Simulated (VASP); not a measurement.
# Sc (P6_3/mmc) in VASP: notebook

Sc is run at these levels: PBE; tasks: electric field gradients.

All numbers are computed with VASP 6.6.1; they aren't measurements. Logs are shortened: lines on timing, memory, paths and dates and some standing lists are left out, and cuts for length are marked.

### Step 1. The cell of the first run

It takes space group P6_3/mmc (No. 194, hexagonal). The conventional cell has a = 3.252 Å, b = 3.252 Å, c = 5.063 Å, α = 90.00°, β = 90.00°, γ = 120.00°. Sc (site symmetry -6m2) has 12 Sc at 3.15 to 3.25 Å within 4.1 Å.

### Step 2. Electric field gradients, PBE (volume scaled by 0.9405)

File INCAR:

```
ALGO = Normal
EDIFF = 1E-8
ENCUT = 520
GGA = PE
ISIF = 2
ISMEAR = -1
LASPH = T
LCHARG = F
LEFG = T
LREAL = F
LWAVE = F
NBANDS = 18
NELM = 60
PREC = Accurate
SIGMA = 0.05
```

File KPOINTS:

```
k-points
0
Gamma
  15 15 8
```

File POSCAR:

```
Sc
1.0
    3.2521873335      0.0000000000      0.0000000000
   -1.6260936668      2.8164768486      0.0000000000
    0.0000000000      0.0000000000      5.0632546939
Sc
2
Direct
    0.3333333333      0.6666666667      0.2500000000
    0.6666666667      0.3333333333      0.7500000000
```

Potentials or basis: VASP PAW PBE potentials, release 64 (Sc_sv).

Run with:

```sh
> cat potpaw_PBE.64/Sc_sv/POTCAR > POTCAR
> mpirun -np 1 vasp_std > vasp.out
```

OUTCAR:

```text
EDIFF = 1E-8
   ENCUT = 520
   GGA = PE
   ISIF = 2
   ISMEAR = -1
   LASPH = T
   LREAL = F
   NELM = 60
   PREC = Accurate

 ion  position               nearest neighbor table
   1  0.333  0.667  0.250-   2 3.15   2 3.15   2 3.15   2 3.15   2 3.15   2 3.15
   2  0.667  0.333  0.750-   1 3.15   1 3.15   1 3.15   1 3.15   1 3.15   1 3.15

  LATTYP: Found a hexagonal cell.
 ALAT       =     3.2521873335
 C/A-ratio  =     1.5568767032

  Lattice vectors:

 A1 = (   3.2521873335,   0.0000000000,   0.0000000000)
 A2 = (  -1.6260936668,   2.8164768486,   0.0000000000)
 A3 = (   0.0000000000,   0.0000000000,   5.0632546939)

Analysis of symmetry for initial positions (statically):
=====================================================================
 Subroutine PRICEL returns:
 Original cell was already a primitive cell.

 Routine SETGRP: Setting up the symmetry group for a
 hexagonal supercell.

 Subroutine GETGRP returns: Found 24 space group operations
 (whereof 12 operations were pure point group operations)
 out of a pool of 24 trial point group operations.

The static configuration has the point symmetry D_3d.
 The point group associated with its full space group is D_6h.

Analysis of symmetry for dynamics (positions and initial velocities):
=====================================================================
 Subroutine PRICEL returns:
 Original cell was already a primitive cell.

 Routine SETGRP: Setting up the symmetry group for a
 hexagonal supercell.

 Subroutine GETGRP returns: Found 24 space group operations
 (whereof 12 operations were pure point group operations)
 out of a pool of 24 trial point group operations.

The dynamic configuration has the point symmetry D_3d.
 The point group associated with its full space group is D_6h.

 Subroutine INISYM returns: Found 24 space group operations
 (whereof 12 operations are pure point group operations),
 and found     1 'primitive' translations

----------------------------------------------------------------------------------------

                                     Primitive cell

  volume of cell :      46.3779

  direct lattice vectors                    reciprocal lattice vectors
     3.252187334  0.000000000  0.000000000     0.307485362  0.177526757  0.000000000
    -1.626093667  2.816476849  0.000000000     0.000000000  0.355053513  0.000000000
     0.000000000  0.000000000  5.063254694     0.000000000  0.000000000  0.197501422

  length of vectors
     3.252187334  3.252187333  5.063254694     0.355053513  0.355053513  0.197501422

  position of ions in fractional coordinates (direct lattice)
     0.333333333  0.666666667  0.250000000
     0.666666667  0.333333333  0.750000000

  ion indices of the primitive-cell ions
   primitive index   ion index
                 1           1
                 2           2

----------------------------------------------------------------------------------------

 KPOINTS: k-points

Automatic generation of k-mesh.
 Grid dimensions read from file:
 generate k-points for:   15   15    8

 Generating k-lattice:

  Cartesian coordinates                     Fractional coordinates (reciprocal lattice)
     0.020499024  0.011835117  0.000000000     0.066666667  0.000000000  0.000000000
     0.000000000  0.023670234  0.000000000     0.000000000  0.066666667  0.000000000
     0.000000000  0.000000000  0.024687678     0.000000000  0.000000000  0.125000000

  Length of vectors
     0.023670234  0.023670234  0.024687678

  Shift w.r.t. Gamma in fractional coordinates (k-lattice)
     0.000000000  0.000000000  0.000000000

 Subroutine IBZKPT returns following result:
 ===========================================

 Found    135 irreducible k-points:

 Following reciprocal coordinates:
            Coordinates               Weight
  0.000000  0.000000  0.000000      1.000000
  0.066667 -0.000000  0.000000      6.000000
  0.133333  0.000000  0.000000      6.000000
  0.200000 -0.000000  0.000000      6.000000
  0.266667  0.000000  0.000000      6.000000
  0.333333  0.000000  0.000000      6.000000
[... 16 lines left out ...]
  0.333333  0.200000  0.000000     12.000000
  0.400000  0.200000  0.000000      6.000000
 [... further k-points ...]
   k-points           NKPTS =    135   k-points in BZ     NKDIM =    135   number of bands    NBANDS=     18
   number of dos      NEDOS =    301   number of ions     NIONS =      2
   total plane-waves  NPLWV =  23040
   dimension x,y,z NGX =    24 NGY =   24 NGZ =   40
   dimension x,y,z NGXF=    48 NGYF=   48 NGZF=   80
   ions per type =               2
   NGX,Y,Z   is equivalent  to a cutoff of  12.27, 12.27, 13.13 a.u.
   NGXF,Y,Z  is equivalent  to a cutoff of  24.54, 24.54, 26.27 a.u.
 SYSTEM =  unknown system
   PREC   = accura    normal or accurate (medium, high low for compatibility)
   ISTART =      0    job   : 0-new  1-cont  2-samecut
   ICHARG =      2    charge: 1-file 2-atom 10-const
   ISPIN  =      1    spin polarized calculation?
   LNONCOLLINEAR =      F non collinear calculations
   LSORBIT =      F    spin-orbit coupling
   LASPH  =      T    aspherical Exc in radial PAW
   ENCUT  =  520.0 eV  38.22 Ry    6.18 a.u.   6.05  6.05  9.41*2*pi/ulx,y,z
   NELM   =     60;   NELMIN=  2; NELMDL= -5     # of ELM steps
   EDIFF  = 0.1E-07   stopping-criterion for ELM
   LREAL  =      F    real-space projection
   EDIFFG = 0.1E-06   stopping-criterion for IOM
   NSW    =      0    number of steps for IOM
   IBRION =     -1    ionic relax: 0-MD 1-quasi-New 2-CG
   NFREE  =      0    steps in history (QN), initial steepest desc. (CG)
   ISIF   =      2    stress and relaxation
   ISYM   =      2    0-nonsym 1-usesym 2-fastsym
   POTIM  = 0.5000    time-step for ionic-motion
   TEBEG  =    0.0;   TEEND  =   0.0 temperature during run
   PSTRESS=    0.0 pullay stress
   NELECT =      22.0000    total number of electrons
   NUPDOWN=      -1.0000    fix difference up-down
   EMIN   =  10.00;   EMAX   =-10.00  energy-range for DOS
   EFERMI =   0.00;   METHOD = LEGACY
   ISMEAR =    -1;   SIGMA  =   0.05  broadening in eV -4-tet -1-fermi 0-gaus
   EFERMI_NEDOS =   21; number of points for ismear=-14 and -15
   IALGO  =     38    algorithm
   IMIX   =      4    mixing-type and parameters
     AMIX     =   0.40;   BMIX     =  1.00
     AMIX_MAG =   1.60;   BMIX_MAG =  1.00
  volume/ion in A,a.u.               =      23.19       156.49
  Fermi-wavevector in a.u.,A,eV,Ry     =   1.276768  2.412741 22.179343  1.630136
  Thomas-Fermi vector in A             =   2.409405
   LORBIT       =      0    0 simple, 1 ext, 2 COOP (PROOUT), +10 PAW based schemes
   GGA     = PE    functional components
   LHFCALC =     F    Hartree Fock is set to
   AEXX    =    0.0000 exact exchange contribution
   IVDW    =     0    specifies the selected vdW correction
   LEPSILON=     F    determine dielectric tensor
   LRPA    =     F    only Hartree local field effects (RPA)
 non-spin polarized calculation
  energy-cutoff  :      520.00
  volume of cell :       46.38
 maximum number of plane-waves:      1274
   NGX = 13   NGY = 13   NGZ = 19

 number of electron      22.0000006 magnetization

 Free energy of the ion-electron system (eV)
  ---------------------------------------------------
  ext. energy  EPLUGINS =         0.00000000
  ---------------------------------------------------
  free energy    TOTEN  =       -12.48118444 eV

  energy without entropy =      -12.45005176  energy(sigma->0) =      -12.46561810

 E-fermi :   4.0441     XC(G=0): -10.1244

 val. band max:        4.0396929711   @ k =   0.4000   0.2000   0.3750
 cond. band min:       4.0606495767   @ k =   0.2667   0.0667   0.3750
 fundamental gap:      0.0209566056
 Fermi energy:         4.0440896435

 k-point     1 :       0.0000    0.0000    0.0000
  band No.  band energies     occupation
      1     -45.2158      2.00000
      2     -45.1236      2.00000
      3     -24.1030      2.00000
      4     -23.6804      2.00000
      5     -23.6804      2.00000
      6     -23.5998      2.00000
[... 10 lines left out ...]
     17       6.4917      0.00000
     18       6.4917      0.00000
[... 463 lines left out ...]
 k-point    24 :       0.4000    0.2000    0.0000
  band No.  band energies     occupation
      1     -45.1339      2.00000
      2     -45.1153      2.00000
      3     -23.9716      2.00000
      4     -23.8800      2.00000
      5     -23.8417      2.00000
      6     -23.8359      2.00000
[... 10 lines left out ...]
     17       8.0847      0.00000
     18       8.2117      0.00000

 [... further k-points ...]

------------------------ aborting loop because EDIFF is reached ----------------------------------------

  FORCE on cell =-STRESS in cart. coord.  units (eV):
  Direction    XX          YY          ZZ          XY          YZ          ZX
  --------------------------------------------------------------------------------------
  -------------------------------------------------------------------------------------
  Total        1.0936356      1.0936356      1.0241899     -0.0000000      0.0000000     -0.0000000
  in kB       37.7808500     37.7808500     35.3817701     -0.0000000      0.0000000     -0.0000000
  external PRESSURE =      36.9811567 kB  Pullay stress =       0.0000000 kB

 VOLUME and BASIS-vectors are now :
 -----------------------------------------------------------------------------
  energy-cutoff  :      520.00
  volume of cell :       46.38
      direct lattice vectors                 reciprocal lattice vectors
     3.252187334  0.000000000  0.000000000     0.307485362  0.177526757  0.000000000
    -1.626093667  2.816476849  0.000000000     0.000000000  0.355053513  0.000000000
     0.000000000  0.000000000  5.063254694     0.000000000  0.000000000  0.197501422

 POSITION                                       TOTAL-FORCE (eV/Angst)
 -----------------------------------------------------------------------------------
     -0.00000      1.87765      1.26581         0.000000      0.000000      0.000000
      1.62609      0.93883      3.79744        -0.000000     -0.000000      0.000000
 -----------------------------------------------------------------------------------
    total drift:                                0.000000     -0.000000      0.000000

  FREE ENERGIE OF THE ION-ELECTRON SYSTEM (eV)
  ---------------------------------------------------
  free  energy   TOTEN  =       -12.4811844429 eV

  energy  without entropy=      -12.4500517577  energy(sigma->0) =      -12.46561810

 Electric field gradients (V/A^2)
---------------------------------------------------------------------
 ion       V_xx      V_yy      V_zz      V_xy      V_xz      V_yz
---------------------------------------------------------------------
   1      -8.366    -8.366    16.732    -0.000    -0.000     0.000
   2      -8.366    -8.366    16.732    -0.000     0.000    -0.000
---------------------------------------------------------------------

 Electric field gradients after diagonalization (V/A^2)
 (convention: |V_zz| > |V_xx| > |V_yy|)
----------------------------------------------------------------------
 ion       V_xx      V_yy      V_zz     asymmetry (V_yy - V_xx)/ V_zz
----------------------------------------------------------------------
   1      -8.366    -8.366    16.732       0.000
   2      -8.366    -8.366    16.732       0.000
----------------------------------------------------------------------

           NMR quadrupolar parameters

 Cq : quadrupolar parameter    Cq=e*Q*V_zz/h
 eta: asymmetry parameters     (V_yy - V_xx)/ V_zz
 Q  : nuclear electric quadrupole moment in mb (millibarn)
----------------------------------------------------------------------
 ion       Cq(MHz)       eta       Q (mb)
----------------------------------------------------------------------
   1       0.040       0.000       1.000
   2       0.040       0.000       1.000
----------------------------------------------------------------------
```

Run time: 56 s. Hardware: 1 thread of Intel Xeon 6975P-C, shared host; peak memory 0.22 GiB.

Results:

```yaml
Free_energy: -12.4812 eV
Pressure: 3.7 GPa
Band_gap_on_the_k_mesh: zero (band 11 reaches 5.06 eV, above the bottom of band 12 at 3.47 eV)
```

Electric field gradients, principal values (V/Å²):
```tsv
atom	least	middle	greatest (by size)
1 Sc	-8.366	-8.366	16.732
2 Sc	-8.366	-8.366	16.732
```

Caveat: without QUAD_EFG the Cq values of the log hold for a quadrupole moment of 1 mb, not for the nuclei.

### Step 3. Electric field gradients, PBE (volume scaled by 0.98)

File INCAR:

```
ALGO = Normal ; EDIFF = 1E-8
ENCUT = 520 ; GGA = PE
ISIF = 2 ; ISMEAR = -1
LASPH = True ; LCHARG = False
LEFG = True ; LREAL = False
LWAVE = False ; NBANDS = 18
NELM = 60 ; PREC = Accurate
SIGMA = 0.05
```

KPOINTS is that of step 2.

File POSCAR:

```
Sc
1.0
    3.2970938753      0.0000000000      0.0000000000
   -1.6485469377      2.8553670546      0.0000000000
    0.0000000000      0.0000000000      5.1331686426
Sc
2
Direct
    0.3333333333      0.6666666667      0.2500000000
    0.6666666667      0.3333333333      0.7500000000
```

Potentials or basis: VASP PAW PBE potentials, release 64 (Sc_sv).

Run with:

```sh
> cat potpaw_PBE.64/Sc_sv/POTCAR > POTCAR
> mpirun -np 1 vasp_std > vasp.out
```

OUTCAR:

```text
EDIFF = 1E-8
   ENCUT = 520
   GGA = PE
   ISIF = 2
   ISMEAR = -1
   LASPH = True
   LREAL = False
   NELM = 60
   PREC = Accurate

 ion  position               nearest neighbor table
   1  0.333  0.667  0.250-   2 3.20   2 3.20   2 3.20   2 3.20   2 3.20   2 3.20
   2  0.667  0.333  0.750-   1 3.20   1 3.20   1 3.20   1 3.20   1 3.20   1 3.20

  LATTYP: Found a hexagonal cell.
 ALAT       =     3.2970938753
 C/A-ratio  =     1.5568767032

  Lattice vectors:

 A1 = (   3.2970938753,   0.0000000000,   0.0000000000)
[... 719 lines left out ...]
  ---------------------------------------------------
  free  energy   TOTEN  =       -12.5109999602 eV

  energy  without entropy=      -12.4780473877  energy(sigma->0) =      -12.49452367

 Electric field gradients (V/A^2)
---------------------------------------------------------------------
 ion       V_xx      V_yy      V_zz      V_xy      V_xz      V_yz
---------------------------------------------------------------------
   1      -7.436    -7.435    14.871     0.000    -0.000     0.000
   2      -7.436    -7.435    14.871     0.000     0.000    -0.000
---------------------------------------------------------------------

 Electric field gradients after diagonalization (V/A^2)
 (convention: |V_zz| > |V_xx| > |V_yy|)
----------------------------------------------------------------------
 ion       V_xx      V_yy      V_zz     asymmetry (V_yy - V_xx)/ V_zz
----------------------------------------------------------------------
   1      -7.436    -7.435    14.871       0.000
   2      -7.436    -7.435    14.871       0.000
----------------------------------------------------------------------

           NMR quadrupolar parameters

 Cq : quadrupolar parameter    Cq=e*Q*V_zz/h
 eta: asymmetry parameters     (V_yy - V_xx)/ V_zz
 Q  : nuclear electric quadrupole moment in mb (millibarn)
----------------------------------------------------------------------
 ion       Cq(MHz)       eta       Q (mb)
----------------------------------------------------------------------
   1       0.036       0.000       1.000
   2       0.036       0.000       1.000
----------------------------------------------------------------------
```

stdout:

```text
POSCAR found type information on POSCAR Sc
 POSCAR found :  1 types and       2 ions
 scaLAPACK will be used
 LDA part: xc-table for (Slater+PW92), standard interpolation
 POSCAR, INCAR and KPOINTS ok, starting setup
 FFT: planning ... GRIDC
 FFT: planning ... GRID_SOFT
 FFT: planning ... GRID
 WAVECAR not read
 entering main loop
ion   1

ion   2
```

It took 1.9 min on 1 thread of Intel Xeon 6975P-C, shared host; peak memory 0.24 GiB.

What came out:

```
Free energy            : -12.5110 eV
Pressure               : 1.1 GPa
Band gap on the k mesh : zero (band 11 reaches 4.79 eV, above the bottom of band 12 at 3.27 eV)
```

Electric field gradients, principal values (V/Å²):
| atom | least | middle | greatest (by size) |
| --- | --- | --- | --- |
| 1 Sc | -7.435 | -7.436 | 14.871 |
| 2 Sc | -7.435 | -7.436 | 14.871 |

Caveat: without QUAD_EFG the Cq values of the log hold for a quadrupole moment of 1 mb, not for the nuclei.
